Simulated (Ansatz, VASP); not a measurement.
## Si: VASP beside Ansatz

```xyz
2
Lattice="0.0000 2.7168 2.7168 2.7168 0.0000 2.7168 2.7168 2.7168 0.0000" Properties=species:S:1:pos:R:3 pbc="T T T"
Si    4.0752    4.0752    4.0752
Si    2.7168    2.7168    2.7168
```

Alike in both runs: task single point; functional HF; k mesh 6 × 6 × 6; no spin polarisation.

|  | VASP | Ansatz |
| --- | --- | --- |
| version | VASP 6.6.1 | Ansatz 0.2.0 |
| potentials or method | VASP PAW PBE potentials, release 64 (Si), cutoff 520 eV | scalar-relativistic, plane waves, PAW |
| occupations | gaussian, width 0.01 eV | fixed |
| valence electrons in the cell | 8 | 8 |

VASP gave:

```
gap on the k mesh at the Fermi level (eV) : 6.67
least direct gap on the mesh (eV)         : 9.17
```

Problem. Which values does Ansatz return?

Solution. gap on the k mesh at the Fermi level (eV): 6.56; least direct gap on the mesh (eV): 9.06.

VASP's potentials were made for PBE, not for HF.
